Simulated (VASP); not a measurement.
# MnO2 (R-3m) in VASP: single point with PBE+U

Aim: the single point of MnO2 with PBE+U.

All numbers are computed with VASP 6.6.1; they aren't measurements. Logs are shortened: lines on timing, memory, paths and dates and some standing lists are left out, and cuts for length are marked.

## (1) The cell of the first run

Symmetry: R-3m, No. 166, trigonal system. Conventional cell: a = 2.894 Å, b = 2.894 Å, c = 13.933 Å, α = 90.00°, β = 90.00°, γ = 120.00°. Mn (site symmetry -3m) has 6 O at 1.93 Å within 2.6 Å. Within 2.6 Å of O (site symmetry 3m) lie 3 Mn at 1.93 Å and 3 O at 2.55 Å.

## (2) Single point, PBE+U, collinear spin, antiferromagnetic start

INCAR reads:

```
ALGO = Normal
EDIFF = 1E-6
ENCUT = 520
GGA = PE
ISIF = 2
ISMEAR = 0
ISPIN = 2
LASPH = True
LCHARG = False
LDAU = True
LDAUJ = 0 0
LDAUL = 2 -1
LDAUPRINT = 1
LDAUTYPE = 2
LDAUU = 3.9 0
LMAXMIX = 4
LORBIT = 11
LREAL = False
LWAVE = False
MAGMOM = 4 -4 0 0 0 0
NBANDS = 38
NELM = 150
PREC = Accurate
SIGMA = 0.02
```

KPOINTS reads:

```
k-points
0
Gamma
  12 12 6
```

POSCAR reads:

```
MnO2
1.0
    1.4472321903     -0.8355598947      9.2885066657
   -1.4472321903     -0.8355598947      9.2885066657
    0.0000000000     -3.3422395786      9.2885066657
Mn O
2 4
Direct
    0.0000000000      0.0000000000      0.0000000000
    0.0000000000      0.0000000000      0.5000000000
    0.2643644900      0.2643644900      0.8678177550
    0.7356355100      0.7356355100      0.6321822450
    0.2643644900      0.2643644900      0.3678177550
    0.7356355100      0.7356355100      0.1321822450
```

Potentials or basis: VASP PAW PBE potentials, release 64 (Mn_pv, O).

The run is started by

```
$ cat potpaw_PBE.64/Mn_pv/POTCAR potpaw_PBE.64/O/POTCAR > POTCAR
$ mpirun -np 1 vasp_std > vasp.out
```

OUTCAR:

```text
EDIFF = 1E-6
   ENCUT = 520
   GGA = PE
   ISIF = 2
   ISMEAR = 0
   ISPIN = 2
   LASPH = True
   LORBIT = 11
   LREAL = False
   NELM = 150
   PREC = Accurate

 ion  position               nearest neighbor table
   1  0.000  0.000  0.000-   4 1.93   5 1.93   4 1.93   4 1.93   5 1.93   5 1.93
   2  0.000  0.000  0.500-   6 1.93   3 1.93   6 1.93   6 1.93   3 1.93   3 1.93
   3  0.264  0.264  0.868-   2 1.93   2 1.93   2 1.93
   4  0.736  0.736  0.632-   1 1.93   1 1.93   1 1.93
   5  0.264  0.264  0.368-   1 1.93   1 1.93   1 1.93
   6  0.736  0.736  0.132-   2 1.93   2 1.93   2 1.93

  LATTYP: Found a trigonal (rhomboedric) cell.
 ALAT       =     9.4376372800
 COS(alpha) =     0.9529694715

  Lattice vectors:

 A1 = (  -0.0000000000,   1.6711197892,   9.2885066657)
 A2 = (  -1.4472321903,  -0.8355598947,   9.2885066657)
 A3 = (   1.4472321903,  -0.8355598947,   9.2885066657)

Analysis of symmetry for initial positions (statically):
=====================================================================
 Subroutine PRICEL returns following result:

  LATTYP: Found a trigonal (rhomboedric) cell.
 ALAT       =     4.9357603639
 COS(alpha) =     0.8280515398
[... 12 lines left out ...]
 Subroutine GETGRP returns: Found 12 space group operations
 (whereof 12 operations were pure point group operations)
 out of a pool of 12 trial point group operations.

The static configuration has the point symmetry D_3d.

Analysis of symmetry for dynamics (positions and initial velocities):
=====================================================================
 Subroutine PRICEL returns following result:

  LATTYP: Found a trigonal (rhomboedric) cell.
 ALAT       =     4.9357603639
 COS(alpha) =     0.8280515398
[... 12 lines left out ...]
 Subroutine GETGRP returns: Found 12 space group operations
 (whereof 12 operations were pure point group operations)
 out of a pool of 12 trial point group operations.

The dynamic configuration has the point symmetry D_3d.

Analysis of structural, dynamic, and magnetic symmetry:
=====================================================================
 Subroutine PRICEL returns following result:

  LATTYP: Found a trigonal (rhomboedric) cell.
 ALAT       =     4.9357603639
 COS(alpha) =     0.8280515398
[... 12 lines left out ...]
 Subroutine GETGRP returns: Found 12 space group operations
 (whereof 12 operations were pure point group operations)
 out of a pool of 12 trial point group operations.

The overall configuration has the point symmetry D_3d.

 Subroutine INISYM returns: Found 12 space group operations
 (whereof 12 operations are pure point group operations),
 and found     2 'primitive' translations

----------------------------------------------------------------------------------------

                                     Primitive cell

  volume of cell :      33.6964

  direct lattice vectors                    reciprocal lattice vectors
    -1.447232190  0.835559895  4.644253333    -0.345487064  0.199467049  0.071773288
     0.000000000 -1.671119789  4.644253333     0.000000000 -0.398934099  0.071773288
     1.447232190  0.835559895  4.644253333     0.345487064  0.199467049  0.071773288

[... 152 lines left out ...]
  o =  0.0783  v =  0.0000  0.0000  0.0000  0.0000  0.0000 -0.0000 -0.6776 -0.0000  0.0000  0.7354      0.0000  0.0000  0.0000  0.0000  0.0000  0.0000  0.0000  0.0000  0.0000  0.0000
  o =  0.0783  v =  0.0000  0.0000  0.0000  0.0000  0.0000 -0.7354  0.0000  0.0000  0.6776 -0.0000      0.0000  0.0000  0.0000  0.0000  0.0000  0.0000  0.0000  0.0000  0.0000  0.0000
  o =  0.3160  v =  0.0000  0.0000  0.0000  0.0000  0.0000  0.0000 -0.7354  0.0000  0.0000 -0.6776      0.0000  0.0000  0.0000  0.0000  0.0000  0.0000  0.0000  0.0000  0.0000  0.0000
  o =  0.3160  v =  0.0000  0.0000  0.0000  0.0000  0.0000  0.6776  0.0000  0.0000  0.7354 -0.0000      0.0000  0.0000  0.0000  0.0000  0.0000  0.0000  0.0000  0.0000  0.0000  0.0000
  o =  0.5562  v =  0.0000 -0.7624 -0.0000  0.0000 -0.6471  0.0000  0.0000  0.0000  0.0000  0.0000      0.0000  0.0000  0.0000  0.0000  0.0000  0.0000  0.0000  0.0000  0.0000  0.0000
  o =  0.5562  v =  0.6471  0.0000  0.0000  0.7624  0.0000  0.0000  0.0000  0.0000  0.0000  0.0000      0.0000  0.0000  0.0000  0.0000  0.0000  0.0000  0.0000  0.0000  0.0000  0.0000
  o =  0.9621  v =  0.0000 -0.0000  1.0000 -0.0000  0.0000  0.0000  0.0000  0.0000  0.0000  0.0000      0.0000  0.0000  0.0000  0.0000  0.0000  0.0000  0.0000  0.0000  0.0000  0.0000
  o =  0.9633  v =  0.0000 -0.6471 -0.0000  0.0000  0.7624  0.0000  0.0000  0.0000  0.0000  0.0000      0.0000  0.0000  0.0000  0.0000  0.0000  0.0000  0.0000  0.0000  0.0000  0.0000
  o =  0.9633  v = -0.7624  0.0000  0.0000  0.6471  0.0000  0.0000  0.0000  0.0000  0.0000  0.0000      0.0000  0.0000  0.0000  0.0000  0.0000  0.0000  0.0000  0.0000  0.0000  0.0000

atom =   2  type =  1  l = 2

 onsite density matrix

spin component  1

  0.1874  0.0000 -0.0000  0.1184  0.0000
  0.0000  0.2069 -0.0000  0.0000  0.1184
 -0.0000 -0.0000  0.0758  0.0000 -0.0000
  0.1184  0.0000  0.0000  0.2069 -0.0000
  0.0000  0.1184 -0.0000 -0.0000  0.1874

spin component  2

  0.7929 -0.0000  0.0000 -0.2008 -0.0000
 -0.0000  0.7267 -0.0000  0.0000 -0.2008
  0.0000 -0.0000  0.9621 -0.0000 -0.0000
 -0.2008  0.0000 -0.0000  0.7267  0.0000
 -0.0000 -0.2008 -0.0000  0.0000  0.7929

 occupancies and eigenvectors

  o =  0.0758  v =  0.0000 -0.0000  1.0000 -0.0000  0.0000  0.0000  0.0000  0.0000  0.0000  0.0000      0.0000  0.0000  0.0000  0.0000  0.0000  0.0000  0.0000  0.0000  0.0000  0.0000
  o =  0.0783  v = -0.0000 -0.6776 -0.0000  0.0000  0.7354  0.0000  0.0000  0.0000  0.0000  0.0000      0.0000  0.0000  0.0000  0.0000  0.0000  0.0000  0.0000  0.0000  0.0000  0.0000
  o =  0.0783  v =  0.7354 -0.0000 -0.0000 -0.6776  0.0000  0.0000  0.0000  0.0000  0.0000  0.0000      0.0000  0.0000  0.0000  0.0000  0.0000  0.0000  0.0000  0.0000  0.0000  0.0000
  o =  0.3160  v =  0.0000 -0.7354  0.0000  0.0000 -0.6776  0.0000  0.0000  0.0000  0.0000  0.0000      0.0000  0.0000  0.0000  0.0000  0.0000  0.0000  0.0000  0.0000  0.0000  0.0000
  o =  0.3160  v = -0.6776 -0.0000  0.0000 -0.7354 -0.0000  0.0000  0.0000  0.0000  0.0000  0.0000      0.0000  0.0000  0.0000  0.0000  0.0000  0.0000  0.0000  0.0000  0.0000  0.0000
  o =  0.5562  v =  0.0000  0.0000  0.0000  0.0000  0.0000  0.0000  0.7624  0.0000 -0.0000  0.6471      0.0000  0.0000  0.0000  0.0000  0.0000  0.0000  0.0000  0.0000  0.0000  0.0000
  o =  0.5562  v =  0.0000  0.0000  0.0000  0.0000  0.0000  0.6471  0.0000 -0.0000  0.7624  0.0000      0.0000  0.0000  0.0000  0.0000  0.0000  0.0000  0.0000  0.0000  0.0000  0.0000
  o =  0.9621  v =  0.0000  0.0000  0.0000  0.0000  0.0000  0.0000  0.0000 -1.0000  0.0000 -0.0000      0.0000  0.0000  0.0000  0.0000  0.0000  0.0000  0.0000  0.0000  0.0000  0.0000
  o =  0.9633  v =  0.0000  0.0000  0.0000  0.0000  0.0000  0.0000 -0.6471 -0.0000  0.0000  0.7624      0.0000  0.0000  0.0000  0.0000  0.0000  0.0000  0.0000  0.0000  0.0000  0.0000
  o =  0.9633  v =  0.0000  0.0000  0.0000  0.0000  0.0000 -0.7624  0.0000 -0.0000  0.6471  0.0000      0.0000  0.0000  0.0000  0.0000  0.0000  0.0000  0.0000  0.0000  0.0000  0.0000

 number of electron      49.9999985 magnetization       0.0000000

 Free energy of the ion-electron system (eV)
  ---------------------------------------------------
  ext. energy  EPLUGINS =         0.00000000
  ---------------------------------------------------
  free energy    TOTEN  =       -42.46502695 eV

  energy without entropy =      -42.46502695  energy(sigma->0) =      -42.46502695

 E-fermi :   2.4522     XC(G=0): -10.6153

 val. band max:        2.2008004272   @ k =   0.0000   0.0000   0.1667
 cond. band min:       4.2378200733   @ k =   0.4167   0.4167   0.1667
 fundamental gap:      2.0370196462
 Fermi energy:         2.4521778318

 spin component 1

 k-point     1 :       0.0000    0.0000    0.0000
  band No.  band energies     occupation
      1     -47.8158      1.00000
      2     -47.8130      1.00000
      3     -47.8130      1.00000
      4     -44.3571      1.00000
      5     -44.3571      1.00000
      6     -44.1807      1.00000
[... 1913 lines left out ...]
     36      16.3748      0.00000
     37      17.0661      0.00000

 [... further k-points ...]

 [bands above 37 left out]

------------------------ aborting loop because EDIFF is reached ----------------------------------------

  FORCE on cell =-STRESS in cart. coord.  units (eV):
  Direction    XX          YY          ZZ          XY          YZ          ZX
  --------------------------------------------------------------------------------------
  -------------------------------------------------------------------------------------
  Total        1.7630690      1.7630690      0.8799279      0.0000000     -0.0000000      0.0000000
  in kB       41.9147563     41.9147563     20.9191841      0.0000000     -0.0000000      0.0000000
  external PRESSURE =      34.9162322 kB  Pullay stress =       0.0000000 kB

 VOLUME and BASIS-vectors are now :
 -----------------------------------------------------------------------------
  energy-cutoff  :      520.00
  volume of cell :       67.39
      direct lattice vectors                 reciprocal lattice vectors
     1.447232190 -0.835559895  9.288506666     0.345487064  0.199467049  0.071773288
    -1.447232190 -0.835559895  9.288506666    -0.345487064  0.199467049  0.071773288
     0.000000000 -3.342239579  9.288506666     0.000000000 -0.398934099 -0.035886644

 POSITION                                       TOTAL-FORCE (eV/Angst)
 -----------------------------------------------------------------------------------
      0.00000      0.00000      0.00000         0.000000     -0.000000      0.000000
      0.00000     -1.67112      4.64425        -0.000000     -0.000000     -0.000000
      0.00000     -3.34224     12.97183        -0.000000      0.000000     -0.042734
      0.00000     -3.34224     19.53794        -0.000000     -0.000000      0.042734
      0.00000     -1.67112      8.32758        -0.000000      0.000000     -0.042734
      0.00000     -1.67112     14.89369        -0.000000     -0.000000      0.042734
 -----------------------------------------------------------------------------------
    total drift:                               -0.000000     -0.000000      0.000000

  FREE ENERGIE OF THE ION-ELECTRON SYSTEM (eV)
  ---------------------------------------------------
  free  energy   TOTEN  =       -42.4650269543 eV

  energy  without entropy=      -42.4650269543  energy(sigma->0) =      -42.46502695

 total charge

# of ion       s       p       d       tot
------------------------------------------
    1        0.348   6.447   4.835  11.629
    2        0.348   6.447   4.835  11.629
    3        1.583   3.409   0.000   4.992
    4        1.583   3.409   0.000   4.992
    5        1.583   3.409   0.000   4.992
    6        1.583   3.409   0.000   4.992
--------------------------------------------------
tot          7.026  26.532   9.669  43.227

 magnetization (x)

# of ion       s       p       d       tot
------------------------------------------
    1        0.032   0.042   3.134   3.207
    2       -0.032  -0.042  -3.134  -3.207
    3       -0.002   0.113   0.000   0.111
    4        0.002  -0.113   0.000  -0.111
    5        0.002  -0.113   0.000  -0.111
    6       -0.002   0.113   0.000   0.111
--------------------------------------------------
tot          0.000   0.000   0.000   0.000
```

Wall time 2 h (1 thread of Oxide Virtual Turin-like, shared host); peak memory 1.2 GiB.

Results:

- Free energy: -42.4650 eV
- Pressure: 3.5 GPa
- Largest force: 0.043 eV/Å
- Band gap on the k mesh: 2.04 eV
- Net moment: 0.00 μB per cell
- Site moments: Mn +3.21, -3.21; O +0.11, -0.11 (each value once) μB
- Valence electrons inside the program's atomic spheres: Mn 11.63; O 4.99

Forces in eV/Å, atoms in the order of the input:
```
Mn   0.000  0.000  0.000
Mn   0.000  0.000  0.000
O    0.000  0.000 -0.043
O    0.000  0.000  0.043
O    0.000  0.000 -0.043
O    0.000  0.000  0.043
```

Levels at points of the mesh, in eV from the valence-band top:
Spin up:
| k point | band 21 | band 22 | band 23 | band 24 | band 25 | band 26 | band 27 | band 28 | band 29 | band 30 |
| --- | --- | --- | --- | --- | --- | --- | --- | --- | --- | --- |
| (0.00, 0.00, 0.00) | -0.68 | -0.57 | -0.46 | -0.46 | -0.19 | 3.02 | 3.02 | 3.21 | 3.21 | 4.36 |
| (0.50, 0.00, 0.00) | -1.98 | -1.91 | -1.46 | -1.28 | -0.99 | 2.41 | 3.05 | 3.09 | 3.67 | 3.96 |
| (0.00, 0.00, 0.50) | -2.00 | -1.93 | -1.50 | -1.15 | -1.09 | 2.42 | 3.05 | 3.08 | 3.67 | 3.96 |
| (0.50, 0.50, 0.50) | -0.67 | -0.67 | -0.47 | -0.47 | -0.33 | 3.02 | 3.02 | 3.21 | 3.21 | 4.37 |
Spin down:
```
           k point  band 22  band 23  band 24  band 25  band 26  band 27  band 28  band 29
(0.00, 0.00, 0.00)    -0.57    -0.46    -0.46    -0.19     3.02     3.02     3.21     3.21
(0.50, 0.00, 0.00)    -1.91    -1.46    -1.28    -0.99     2.41     3.05     3.09     3.67
(0.00, 0.00, 0.50)    -1.93    -1.50    -1.15    -1.09     2.42     3.05     3.08     3.67
(0.50, 0.50, 0.50)    -0.67    -0.47    -0.47    -0.33     3.02     3.02     3.21     3.21
```

Eigenvalues of the final occupation matrices:
```
    site  spin  trace               eigenvalues
site 1 d     1   4.00  0.56 0.56 0.96 0.96 0.96
site 1 d     2   0.86  0.08 0.08 0.08 0.32 0.32
site 2 d     1   0.86  0.08 0.08 0.08 0.32 0.32
site 2 d     2   4.00  0.56 0.56 0.96 0.96 0.96
```

Caveat: the cell stands under pressure. The state reached can hang on the start; a lower one may exist.
